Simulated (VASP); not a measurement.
# Mg4O (Pm-3m) in VASP: notebook

Runs on Mg4O. Level: PBE. Tasks: single point, relaxation of cell and atoms.

All numbers are computed with VASP 6.6.1; they aren't measurements. Logs are shortened: lines on timing, memory, paths and dates and some standing lists are left out, and cuts for length are marked.

### 1 The cell of the first run

Symmetry: Pm-3m, No. 221, cubic system. The conventional cell has a = 4.225 Å, b = 4.225 Å, c = 4.225 Å, α = 90.00°, β = 90.00°, γ = 90.00°. Mg (site symmetry 4/mmm) has 2 O at 2.11 Å within 2.8 Å. Mg (site symmetry m-3m) has 12 Mg at 2.99 Å and 8 O at 3.66 Å within 3.9 Å. Within 2.8 Å of O (site symmetry m-3m) lie 6 Mg at 2.11 Å.

The cell was built from a structure type or drawn by symmetry, and may not be a known phase.

### 2 Single point, PBE

File INCAR:

```
SYSTEM = Mg4O
PREC = Accurate ; ENCUT = 520
EDIFF = 1E-7 ; ISMEAR = 0
SIGMA = 0.1 ; LREAL = .False.
LASPH = .True. ; NELM = 100
ALGO = Normal ; ISIF = 2
LWAVE = .False. ; LCHARG = .False.
GGA = PE ; NBANDS = 15
```

File KPOINTS:

```
regular mesh
0
Gamma
  4 4 4
  0 0 0
```

File POSCAR:

```
Mg4O
1.0
    4.2254869500      0.0000000000      0.0000000000
    0.0000000000      4.2254869500      0.0000000000
    0.0000000000      0.0000000000      4.2254869500
Mg O
4 1
Direct
    0.5000000000      0.0000000000      0.0000000000
    0.0000000000      0.5000000000      0.0000000000
    0.0000000000      0.0000000000      0.5000000000
    0.5000000000      0.5000000000      0.5000000000
    0.0000000000      0.0000000000      0.0000000000
```

Potentials or basis: VASP PAW PBE potentials, release 64 (Mg, O).

Command:

```console
cat potpaw_PBE.64/Mg/POTCAR potpaw_PBE.64/O/POTCAR > POTCAR
mpirun -np 1 vasp_std > vasp.out
```

OUTCAR:

```text
SYSTEM = Mg4O
   PREC = Accurate
   ENCUT = 520
   EDIFF = 1E-7
   ISMEAR = 0
   LREAL = .False.
   LASPH = .True.
   NELM = 100
   ISIF = 2
   GGA = PE

 ion  position               nearest neighbor table
   1  0.500  0.000  0.000-   5 2.11   5 2.11   4 2.99   2 2.99   3 2.99   4 2.99   2 2.99   4 2.99
                             4 2.99   2 2.99   3 2.99   3 2.99   3 2.99   2 2.99
   2  0.000  0.500  0.000-   5 2.11   5 2.11   4 2.99   1 2.99   3 2.99   4 2.99   1 2.99   3 2.99
                             3 2.99   3 2.99   1 2.99   4 2.99   4 2.99   1 2.99
   3  0.000  0.000  0.500-   5 2.11   5 2.11   4 2.99   1 2.99   1 2.99   2 2.99   2 2.99   2 2.99
                             4 2.99   2 2.99   1 2.99   4 2.99   1 2.99   4 2.99
   4  0.500  0.500  0.500-   1 2.99   2 2.99   3 2.99   1 2.99   2 2.99   1 2.99   3 2.99   1 2.99
                             2 2.99   3 2.99   2 2.99   3 2.99
   5  0.000  0.000  0.000-   1 2.11   2 2.11   3 2.11   3 2.11   2 2.11   1 2.11

  LATTYP: Found a simple cubic cell.
 ALAT       =     4.2254869500

  Lattice vectors:

 A1 = (   4.2254869500,   0.0000000000,   0.0000000000)
 A2 = (   0.0000000000,   4.2254869500,   0.0000000000)
 A3 = (   0.0000000000,   0.0000000000,   4.2254869500)

Analysis of symmetry for initial positions (statically):
=====================================================================
 Subroutine PRICEL returns:
 Original cell was already a primitive cell.

 Routine SETGRP: Setting up the symmetry group for a
 simple cubic supercell.

 Subroutine GETGRP returns: Found 48 space group operations
 (whereof 48 operations were pure point group operations)
 out of a pool of 48 trial point group operations.

The static configuration has the point symmetry O_h .

Analysis of symmetry for dynamics (positions and initial velocities):
=====================================================================
 Subroutine PRICEL returns:
 Original cell was already a primitive cell.

 Routine SETGRP: Setting up the symmetry group for a
 simple cubic supercell.

 Subroutine GETGRP returns: Found 48 space group operations
 (whereof 48 operations were pure point group operations)
 out of a pool of 48 trial point group operations.

The dynamic configuration has the point symmetry O_h .

 Subroutine INISYM returns: Found 48 space group operations
 (whereof 48 operations are pure point group operations),
 and found     1 'primitive' translations

----------------------------------------------------------------------------------------

                                     Primitive cell

  volume of cell :      75.4450

[... 97 lines left out ...]
   IMIX   =      4    mixing-type and parameters
     AMIX     =   0.40;   BMIX     =  1.00
     AMIX_MAG =   1.60;   BMIX_MAG =  1.00
  volume/ion in A,a.u.               =      15.09       101.83
  Fermi-wavevector in a.u.,A,eV,Ry     =   0.933772  1.764573 11.863324  0.871930
  Thomas-Fermi vector in A             =   2.060508
   LORBIT       =      0    0 simple, 1 ext, 2 COOP (PROOUT), +10 PAW based schemes
   GGA     = PE    functional components
   LHFCALC =     F    Hartree Fock is set to
   AEXX    =    0.0000 exact exchange contribution
   IVDW    =     0    specifies the selected vdW correction
   LEPSILON=     F    determine dielectric tensor
   LRPA    =     F    only Hartree local field effects (RPA)
 non-spin polarized calculation
 Gauss-broadening in eV      SIGMA  =   0.10
  energy-cutoff  :      520.00
  volume of cell :       75.44
 maximum number of plane-waves:      2048
 NGX is ok and might be reduce to    32
   NGX = 15   NGY = 15   NGZ = 15

 number of electron      13.9999996 magnetization

 Free energy of the ion-electron system (eV)
  ---------------------------------------------------
  ext. energy  EPLUGINS =         0.00000000
  ---------------------------------------------------
  free energy    TOTEN  =       -14.81972372 eV

  energy without entropy =      -14.81586264  energy(sigma->0) =      -14.81779318

 E-fermi :   4.3734     XC(G=0):  -9.6209

 val. band max:        4.2879325154   @ k =   0.2500   0.2500   0.2500
 cond. band min:       5.1683983112   @ k =   0.5000   0.5000   0.2500
 fundamental gap:      0.8804657957
 Fermi energy:         4.3734349147

 k-point     1 :       0.0000    0.0000    0.0000
  band No.  band energies     occupation
      1     -15.3310      2.00000
      2      -2.0315      2.00000
      3      -1.3106      2.00000
      4      -1.3106      2.00000
      5      -1.3106      2.00000
      6       5.2506      0.00000
      7       5.2506      0.00000
      8       6.1626      0.00000
      9       6.1626      0.00000
     10       6.1626      0.00000
     11      10.6476      0.00000
     12      10.6476      0.00000
     13      10.6476      0.00000
     14      11.2374      0.00000
[... 149 lines left out ...]
      2      -1.8670      2.00000
      3      -1.8670      2.00000
      4      -1.8670      2.00000
      5       2.3685      2.00000
      6       2.3685      2.00000
      7       2.3685      2.00000
      8       3.2535      2.00000
      9       6.4350      0.00000
     10       6.4350      0.00000
     11       6.4350      0.00000
     12       9.0842      0.00000
     13      16.7359      0.00000
     14      16.7359      0.00000
     15      16.7364      0.00000

------------------------ aborting loop because EDIFF is reached ----------------------------------------

  FORCE on cell =-STRESS in cart. coord.  units (eV):
  Direction    XX          YY          ZZ          XY          YZ          ZX
  --------------------------------------------------------------------------------------
  -------------------------------------------------------------------------------------
  Total        4.8522038      4.8522038      4.8522038     -0.0000000     -0.0000000      0.0000000
  in kB      103.0431974    103.0431974    103.0431974     -0.0000000     -0.0000000      0.0000000
  external PRESSURE =     103.0431974 kB  Pullay stress =       0.0000000 kB

 VOLUME and BASIS-vectors are now :
 -----------------------------------------------------------------------------
  energy-cutoff  :      520.00
  volume of cell :       75.44
      direct lattice vectors                 reciprocal lattice vectors
     4.225486950  0.000000000  0.000000000     0.236659115  0.000000000  0.000000000
     0.000000000  4.225486950  0.000000000     0.000000000  0.236659115  0.000000000
     0.000000000  0.000000000  4.225486950     0.000000000  0.000000000  0.236659115

 POSITION                                       TOTAL-FORCE (eV/Angst)
 -----------------------------------------------------------------------------------
      2.11274      0.00000      0.00000         0.000000      0.000000      0.000000
      0.00000      2.11274      0.00000         0.000000      0.000000      0.000000
      0.00000      0.00000      2.11274         0.000000      0.000000      0.000000
      2.11274      2.11274      2.11274         0.000000      0.000000      0.000000
      0.00000      0.00000      0.00000         0.000000      0.000000      0.000000
 -----------------------------------------------------------------------------------
    total drift:                               -0.000000      0.000000      0.000000

  FREE ENERGIE OF THE ION-ELECTRON SYSTEM (eV)
  ---------------------------------------------------
  free  energy   TOTEN  =       -14.8197237180 eV

  energy  without entropy=      -14.8158626427  energy(sigma->0) =      -14.81779318
```

It took 17 s on 1 thread of Intel Xeon 8259CL, shared host; peak memory 0.17 GiB.

Results:

```yaml
Free_energy: -14.8197 eV
Pressure: 10.3 GPa
Band_gap_on_the_k_mesh: zero (bands 7 and 8 overlap by 2.69 eV)
```

Levels at points of the mesh, in eV from the Fermi level:
| k point | band 5 | band 6 | band 7 | band 8 | band 9 | band 10 |
| --- | --- | --- | --- | --- | --- | --- |
| (0.00, 0.00, 0.00) | -5.68 | 0.88 | 0.88 | 1.79 | 1.79 | 1.79 |
| (0.50, 0.00, 0.00) | -3.71 | -3.00 | 1.57 | 1.57 | 2.01 | 4.37 |
| (0.50, 0.50, 0.00) | -3.61 | -1.27 | -1.27 | -0.13 | 3.33 | 3.33 |
| (0.50, 0.50, 0.50) | -2.00 | -2.00 | -2.00 | -1.12 | 2.06 | 2.06 |

Caveat: the k points lie up to 0.37 Å⁻¹ apart, too coarse for converged energies and pressures of a metal.

### 3 Single point, PBE

This run uses another cell than the first one, of 17.22 Å³/atom.

File INCAR:

```
PREC = Accurate ; ENCUT = 520
EDIFF = 1E-7 ; ISMEAR = 0
SIGMA = 0.1 ; LREAL = False
LASPH = True ; NELM = 80
ALGO = Normal ; ISIF = 2
LWAVE = False ; LCHARG = False
GGA = PE ; NBANDS = 15
```

File KPOINTS:

```
Automatic mesh
0
Gamma
  4 4 4
```

Edit POSCAR of step 2 so:

```diff
@@ -2,5 +2,5 @@
 1.0
-    4.2254869500      0.0000000000      0.0000000000
-    0.0000000000      4.2254869500      0.0000000000
-    0.0000000000      0.0000000000      4.2254869500
+    4.4157684563      0.0000000000      0.0000000000
+    0.0000000000      4.4157684563      0.0000000000
+    0.0000000000      0.0000000000      4.4157684563
 Mg O
```

Potentials or basis: VASP PAW PBE potentials, release 64 (Mg, O).

Command:

```console
cat potpaw_PBE.64/Mg/POTCAR potpaw_PBE.64/O/POTCAR > POTCAR
mpirun -np 1 vasp_std > vasp.out
```

OUTCAR:

```text
PREC = Accurate
   ENCUT = 520
   EDIFF = 1E-7
   ISMEAR = 0
   LREAL = False
   LASPH = True
   NELM = 80
   ISIF = 2
   GGA = PE

 ion  position               nearest neighbor table
   1  0.500  0.000  0.000-   5 2.21   5 2.21   4 3.12   2 3.12   3 3.12   4 3.12   2 3.12   4 3.12
                             4 3.12   2 3.12   3 3.12   3 3.12   3 3.12   2 3.12
   2  0.000  0.500  0.000-   5 2.21   5 2.21   4 3.12   1 3.12   3 3.12   4 3.12   1 3.12   3 3.12
                             3 3.12   3 3.12   1 3.12   4 3.12   4 3.12   1 3.12
   3  0.000  0.000  0.500-   5 2.21   5 2.21   4 3.12   1 3.12   1 3.12   2 3.12   2 3.12   2 3.12
                             4 3.12   2 3.12   1 3.12   4 3.12   1 3.12   4 3.12
   4  0.500  0.500  0.500-   1 3.12   2 3.12   3 3.12   1 3.12   2 3.12   1 3.12   3 3.12   1 3.12
                             2 3.12   3 3.12   2 3.12   3 3.12
   5  0.000  0.000  0.000-   1 2.21   2 2.21   3 2.21   3 2.21   2 2.21   1 2.21

  LATTYP: Found a simple cubic cell.
 ALAT       =     4.4157684563

  Lattice vectors:

 A1 = (   4.4157684563,   0.0000000000,   0.0000000000)
 A2 = (   0.0000000000,   4.4157684563,   0.0000000000)
 A3 = (   0.0000000000,   0.0000000000,   4.4157684563)

Analysis of symmetry for initial positions (statically):
=====================================================================
 Subroutine PRICEL returns:
 Original cell was already a primitive cell.

 Routine SETGRP: Setting up the symmetry group for a
 simple cubic supercell.

 Subroutine GETGRP returns: Found 48 space group operations
 (whereof 48 operations were pure point group operations)
 out of a pool of 48 trial point group operations.

The static configuration has the point symmetry O_h .

Analysis of symmetry for dynamics (positions and initial velocities):
=====================================================================
 Subroutine PRICEL returns:
 Original cell was already a primitive cell.

 Routine SETGRP: Setting up the symmetry group for a
 simple cubic supercell.

 Subroutine GETGRP returns: Found 48 space group operations
 (whereof 48 operations were pure point group operations)
 out of a pool of 48 trial point group operations.

The dynamic configuration has the point symmetry O_h .

 Subroutine INISYM returns: Found 48 space group operations
 (whereof 48 operations are pure point group operations),
 and found     1 'primitive' translations

----------------------------------------------------------------------------------------

                                     Primitive cell

  volume of cell :      86.1031

  direct lattice vectors                    reciprocal lattice vectors
     4.415768456  0.000000000  0.000000000     0.226461149  0.000000000  0.000000000
     0.000000000  4.415768456  0.000000000     0.000000000  0.226461149  0.000000000
     0.000000000  0.000000000  4.415768456     0.000000000  0.000000000  0.226461149

  length of vectors
     4.415768456  4.415768456  4.415768456     0.226461149  0.226461149  0.226461149

  position of ions in fractional coordinates (direct lattice)
     0.500000000  0.000000000  0.000000000
     0.000000000  0.500000000  0.000000000
     0.000000000  0.000000000  0.500000000
     0.500000000  0.500000000  0.500000000
     0.000000000  0.000000000  0.000000000

  ion indices of the primitive-cell ions
   primitive index   ion index
                 1           1
[... 50 lines left out ...]
   NGXF,Y,Z  is equivalent  to a cutoff of  27.11, 27.11, 27.11 a.u.
 SYSTEM =  unknown system
   PREC   = accura    normal or accurate (medium, high low for compatibility)
   ISTART =      0    job   : 0-new  1-cont  2-samecut
   ICHARG =      2    charge: 1-file 2-atom 10-const
   ISPIN  =      1    spin polarized calculation?
   LNONCOLLINEAR =      F non collinear calculations
   LSORBIT =      F    spin-orbit coupling
   LASPH  =      T    aspherical Exc in radial PAW
   ENCUT  =  520.0 eV  38.22 Ry    6.18 a.u.   8.21  8.21  8.21*2*pi/ulx,y,z
   NELM   =     80;   NELMIN=  2; NELMDL= -5     # of ELM steps
   EDIFF  = 0.1E-06   stopping-criterion for ELM
   LREAL  =      F    real-space projection
   EDIFFG = 0.1E-05   stopping-criterion for IOM
   NSW    =      0    number of steps for IOM
   IBRION =     -1    ionic relax: 0-MD 1-quasi-New 2-CG
   NFREE  =      0    steps in history (QN), initial steepest desc. (CG)
   ISIF   =      2    stress and relaxation
   ISYM   =      2    0-nonsym 1-usesym 2-fastsym
   POTIM  = 0.5000    time-step for ionic-motion
   TEBEG  =    0.0;   TEEND  =   0.0 temperature during run
   PSTRESS=    0.0 pullay stress
   NELECT =      14.0000    total number of electrons
   NUPDOWN=      -1.0000    fix difference up-down
   EMIN   =  10.00;   EMAX   =-10.00  energy-range for DOS
   EFERMI =   0.00;   METHOD = LEGACY
   ISMEAR =     0;   SIGMA  =   0.10  broadening in eV -4-tet -1-fermi 0-gaus
   EFERMI_NEDOS =   21; number of points for ismear=-14 and -15
   IALGO  =     38    algorithm
   IMIX   =      4    mixing-type and parameters
     AMIX     =   0.40;   BMIX     =  1.00
     AMIX_MAG =   1.60;   BMIX_MAG =  1.00
  volume/ion in A,a.u.               =      17.22       116.21
  Fermi-wavevector in a.u.,A,eV,Ry     =   0.893534  1.688535 10.862939  0.798404
  Thomas-Fermi vector in A             =   2.015624
   LORBIT       =      0    0 simple, 1 ext, 2 COOP (PROOUT), +10 PAW based schemes
   GGA     = PE    functional components
   LHFCALC =     F    Hartree Fock is set to
   AEXX    =    0.0000 exact exchange contribution
   IVDW    =     0    specifies the selected vdW correction
   LEPSILON=     F    determine dielectric tensor
   LRPA    =     F    only Hartree local field effects (RPA)
 non-spin polarized calculation
 Gauss-broadening in eV      SIGMA  =   0.10
  energy-cutoff  :      520.00
  volume of cell :       86.10
 maximum number of plane-waves:      2360
 NGX is ok and might be reduce to    36
   NGX = 17   NGY = 17   NGZ = 17

 number of electron      13.9999993 magnetization

 Free energy of the ion-electron system (eV)
  ---------------------------------------------------
  ext. energy  EPLUGINS =         0.00000000
  ---------------------------------------------------
  free energy    TOTEN  =       -15.13359941 eV

  energy without entropy =      -15.12995662  energy(sigma->0) =      -15.13177801

 E-fermi :   3.3755     XC(G=0):  -9.1491

 val. band max:        3.2941637344   @ k =   0.2500   0.2500   0.2500
 cond. band min:       4.0137020746   @ k =   0.5000   0.5000   0.2500
 fundamental gap:      0.7195383402
 Fermi energy:         3.3755311472

 k-point     1 :       0.0000    0.0000    0.0000
  band No.  band energies     occupation
      1     -15.5005      2.00000
      2      -2.4911      2.00000
      3      -1.5926      2.00000
      4      -1.5926      2.00000
      5      -1.5926      2.00000
      6       4.3306      0.00000
      7       4.3306      0.00000
      8       5.1081      0.00000
      9       5.1081      0.00000
     10       5.1081      0.00000
     11       9.0809      0.00000
     12       9.6208      0.00000
     13       9.6208      0.00000
     14       9.6208      0.00000
[... 149 lines left out ...]
      2      -2.1013      2.00000
      3      -2.1013      2.00000
      4      -2.1013      2.00000
      5       1.7359      2.00000
      6       1.7359      2.00000
      7       1.7359      2.00000
      8       2.3712      2.00000
      9       5.2648      0.00000
     10       5.2648      0.00000
     11       5.2648      0.00000
     12       7.5173      0.00000
     13      15.1475      0.00000
     14      15.1478      0.00000
     15      15.1505      0.00000

------------------------ aborting loop because EDIFF is reached ----------------------------------------

  FORCE on cell =-STRESS in cart. coord.  units (eV):
  Direction    XX          YY          ZZ          XY          YZ          ZX
  --------------------------------------------------------------------------------------
  -------------------------------------------------------------------------------------
  Total        0.0438848      0.0438848      0.0438848     -0.0000000     -0.0000000      0.0000000
  in kB        0.8165932      0.8165932      0.8165932     -0.0000000     -0.0000000      0.0000000
  external PRESSURE =       0.8165932 kB  Pullay stress =       0.0000000 kB

 VOLUME and BASIS-vectors are now :
 -----------------------------------------------------------------------------
  energy-cutoff  :      520.00
  volume of cell :       86.10
      direct lattice vectors                 reciprocal lattice vectors
     4.415768456  0.000000000  0.000000000     0.226461149  0.000000000  0.000000000
     0.000000000  4.415768456  0.000000000     0.000000000  0.226461149  0.000000000
     0.000000000  0.000000000  4.415768456     0.000000000  0.000000000  0.226461149

 POSITION                                       TOTAL-FORCE (eV/Angst)
 -----------------------------------------------------------------------------------
      2.20788      0.00000      0.00000         0.000000      0.000000      0.000000
      0.00000      2.20788      0.00000         0.000000      0.000000      0.000000
      0.00000      0.00000      2.20788         0.000000      0.000000      0.000000
      2.20788      2.20788      2.20788         0.000000      0.000000      0.000000
      0.00000      0.00000      0.00000         0.000000      0.000000      0.000000
 -----------------------------------------------------------------------------------
    total drift:                                0.000000     -0.000000     -0.000000

  FREE ENERGIE OF THE ION-ELECTRON SYSTEM (eV)
  ---------------------------------------------------
  free  energy   TOTEN  =       -15.1335994058 eV

  energy  without entropy=      -15.1299566232  energy(sigma->0) =      -15.13177801
```

stdout:

```text
POSCAR found type information on POSCAR MgO
 POSCAR found :  2 types and       5 ions
 scaLAPACK will be used
 LDA part: xc-table for (Slater+PW92), standard interpolation
 POSCAR, INCAR and KPOINTS ok, starting setup
 FFT: planning ... GRIDC
 FFT: planning ... GRID_SOFT
 FFT: planning ... GRID
 WAVECAR not read
 entering main loop
```

It took 28 s on 1 thread of Intel Xeon 8259CL, shared host; peak memory 0.2 GiB.

Results:

```yaml
Free_energy: -15.1336 eV
Pressure: 0.1 GPa
Band_gap_on_the_k_mesh: zero (bands 7 and 8 overlap by 2.65 eV)
```

[end of part 1 of 2]
